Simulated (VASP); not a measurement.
# Sb in VASP: notebook, part 2 of 2

VASP 6.6.1. The steps go on from the part before.

**4. Relaxation of cell and atoms, PBE**

This run uses another cell than the first one: it holds 1 atom, not 4.

File INCAR:

```
SYSTEM = Sb
PREC     = Accurate       ! precision mode
ENCUT    = 600            ! plane-wave cutoff, eV
EDIFF    = 1E-6           ! SCF threshold, eV
ISMEAR   = 0              ! smearing method
SIGMA    = 0.1            ! smearing width, eV
LREAL    = .FALSE.        ! projectors in reciprocal space
LASPH    = .TRUE.         ! aspherical terms in the spheres
NELM     = 60             ! most SCF steps
ALGO     = Normal         ! electronic algorithm
ISIF     = 3              ! what is computed and relaxed
LWAVE    = .FALSE.        ! write WAVECAR
LCHARG   = .FALSE.        ! write CHGCAR
GGA      = PE             ! functional
IBRION   = 2              ! ionic algorithm
NSW      = 100            ! ionic steps
EDIFFG   = -0.01          ! ionic threshold
```

File KPOINTS:

```
Automatic mesh
0
G
  18 18 18
  0 0 0
```

File POSCAR:

```
Sb
1.0
    3.0924760439      0.0000000000      0.0000000000
    0.0000000000      3.0924760439      0.0000000000
    0.0000000000      0.0000000000      3.1827811338
Sb
1
Direct
    0.5000000000      0.5000000000      0.0000000000
```

Potentials or basis: VASP PAW PBE potentials, release 64 (Sb).

Launch:

```sh
$ cat potpaw_PBE.64/Sb/POTCAR > POTCAR
$ mpirun -np 1 vasp_std > vasp.out
```

OUTCAR:

```text
SYSTEM = Sb
   PREC = Accurate
   ENCUT = 600
   EDIFF = 1E-6
   ISMEAR = 0
   LREAL = .FALSE.
   LASPH = .TRUE.
   NELM = 60
   ISIF = 3
   GGA = PE
   IBRION = 2
   NSW = 100
   EDIFFG = -0.01

 ion  position               nearest neighbor table
   1  0.500  0.500  0.000-

  LATTYP: Found a simple tetragonal cell.
 ALAT       =     3.0924760439
 C/A-ratio  =     1.0292015487

  Lattice vectors:

 A1 = (   3.0924760439,   0.0000000000,   0.0000000000)
 A2 = (   0.0000000000,   3.0924760439,   0.0000000000)
 A3 = (   0.0000000000,   0.0000000000,   3.1827811338)

Analysis of symmetry for initial positions (statically):
=====================================================================
 Subroutine PRICEL returns:
 Original cell was already a primitive cell.

 Routine SETGRP: Setting up the symmetry group for a
 simple tetragonal supercell.

 Subroutine GETGRP returns: Found 16 space group operations
 (whereof 16 operations were pure point group operations)
 out of a pool of 16 trial point group operations.

The static configuration has the point symmetry D_4h.

Analysis of symmetry for dynamics (positions and initial velocities):
[... 166 lines left out ...]
  -------------------------------------------------------------------------------------
  Total        0.0642635      0.0642635     -0.5032195      0.0000000      0.0000000     -0.0000000
  in kB        3.3826359      3.3826359    -26.4879630      0.0000000      0.0000000     -0.0000000
  external PRESSURE =      -6.5742304 kB  Pullay stress =       0.0000000 kB
[... 127 lines left out ...]
--------------------------------------- Ionic step        5  -------------------------------------------

 number of electron       5.0000000 magnetization

 Free energy of the ion-electron system (eV)
  ---------------------------------------------------
  ext. energy  EPLUGINS =         0.00000000
  ---------------------------------------------------
  free energy    TOTEN  =        -4.09390583 eV

  energy without entropy =       -4.09149217  energy(sigma->0) =       -4.09269900

 E-fermi :   7.0742     XC(G=0):  -9.5928

 val. band max:        7.0678087389   @ k =   0.2778   0.2778   0.2778
 cond. band min:       7.1087258773   @ k =   0.0556   0.0000   0.1667
 fundamental gap:      0.0409171383
 Fermi energy:         7.0742013045

 k-point     1 :       0.0000    0.0000    0.0000
  band No.  band energies     occupation
      1      -5.2865      2.00000
      2      10.2920      0.00000
      3      10.2924      0.00000
      4      10.2924      0.00000
      5      13.9554      0.00000
      6      13.9557      0.00000
[... 199 lines left out ...]
 k-point    24 :       0.3333    0.1111    0.0000
  band No.  band energies     occupation
      1      -3.6275      2.00000
      2       3.5204      2.00000
      3       9.8233      0.00000
      4      11.8027      0.00000
      5      15.7040      0.00000
      6      16.6085      0.00000

 [... further k-points ...]

------------------------ aborting loop because EDIFF is reached ----------------------------------------

  FORCE on cell =-STRESS in cart. coord.  units (eV):
  Direction    XX          YY          ZZ          XY          YZ          ZX
  --------------------------------------------------------------------------------------
  -------------------------------------------------------------------------------------
  Total        0.0008488      0.0008488      0.0001193      0.0000000      0.0000000      0.0000000
  in kB        0.0452589      0.0452589      0.0063624      0.0000000      0.0000000      0.0000000
  external PRESSURE =       0.0322934 kB  Pullay stress =       0.0000000 kB
[... 16 lines left out ...]
  FREE ENERGIE OF THE ION-ELECTRON SYSTEM (eV)
  ---------------------------------------------------
  free  energy   TOTEN  =        -4.0939058335 eV

  energy  without entropy=       -4.0914921712  energy(sigma->0) =       -4.09269900

 reached required accuracy - stopping structural energy minimisation
```

OSZICAR:

```text
N       E                     dE             d eps       ncg     rms          rms(c)
DAV:   1     0.147343740585E+02    0.14734E+02   -0.18526E+03  6600   0.642E+02
DAV:   2    -0.369179084111E+01   -0.18426E+02   -0.17873E+02  9030   0.809E+01
DAV:   3    -0.408053455330E+01   -0.38874E+00   -0.38131E+00  7692   0.158E+01
[... 27 lines left out ...]
       N       E                     dE             d eps       ncg     rms          rms(c)
DAV:   1    -0.409393954428E+01   -0.61829E-04   -0.13955E-03  7422   0.219E-01    0.259E-02
DAV:   2    -0.409391761646E+01    0.21928E-04   -0.39347E-05  7158   0.518E-02    0.153E-02
DAV:   3    -0.409390583989E+01    0.11777E-04   -0.30550E-05  7458   0.314E-02    0.414E-03
DAV:   4    -0.409390583352E+01    0.63622E-08   -0.61966E-07  4716   0.712E-03
   5 F= -.40939058E+01 E0= -.40926990E+01  d E =-.157554E-03
```

CONTCAR:

```text
Sb
   1.00000000000000
     3.1089071432008684    0.0000000000000000   -0.0000000000000000
     0.0000000000000000    3.1089071432008684    0.0000000000000000
    -0.0000000000000000    0.0000000000000000    3.1089582189969418
  Sb
     1
Direct
     0.5000000000000000    0.5000000000000000    0.0000000000000000

  0.00000000E+00  0.00000000E+00  0.00000000E+00
```

Wall time 5.6 min (1 thread of Intel Xeon 8259CL, shared host); peak memory 0.28 GiB.

Results:

```
Free energy                           : -4.0939 eV
Relaxed volume                        : 30.05 Å³/atom
Relaxed cell                          : a = 3.109 Å, b = 3.109 Å, c = 3.109 Å, α = 90.00°, β = 90.00°, γ = 90.00°
Space group after relaxing (to 0.1 Å) : Pm-3m (No. 221)
Energy gained by relaxing             : 6.5 meV/atom
Ionic steps                           : 5
Pressure after relaxing               : 0.0 GPa
Band gap on the k mesh                : zero (an odd number of electrons rules out a gap without spin polarisation)
```

The path:
```csv
step,energy change (eV),largest force (eV/Å),pressure (GPa),volume (Å³)
1,0.0000,0.0000,-0.66,30.44
2,-0.0063,0.0000,0.33,29.88
3,-0.0063,0.0000,0.27,29.91
4,-0.0065,0.0000,-0.10,30.11
5,-0.0065,0.0000,0.00,30.05
```

Final structure:
```
Sb
1.0
     3.10891    0.00000    0.00000
     0.00000    3.10891    0.00000
     0.00000    0.00000    3.10896
Sb
1
Direct
  0.50000 0.50000 0.00000
```

Caveat: spin-orbit coupling is left out, which moves the levels of the heavy elements.

**5. Overview**

```tsv
task	cell	k mesh	cutoff (eV)	smearing	gap on the mesh (eV)	pressure (GPa)
single point	a = 3.110, b = 6.219, c = 6.219 Å, 4 atoms, atomic positions A	8 × 4 × 4	520	gaussian 0.2 eV	none	0.2
single point	a = 3.110 Å, 1 atom, atomic positions B	18 × 18 × 18	520	gaussian 0.1 eV	none	0.0
relaxation of cell and atoms	relaxed from a = 3.092, b = 3.092, c = 3.183 Å, 1 atom, atomic positions B	18 × 18 × 18	600	gaussian 0.1 eV	none	0.0
```

Alike in all rows: level PBE; potentials or basis VASP PAW PBE potentials, release 64 (Sb); no spin polarisation.

Caveats: spin-orbit coupling is left out, which moves the levels of the heavy elements.

Total energies depend on the potentials used, so only differences within one code and one set of settings carry meaning.
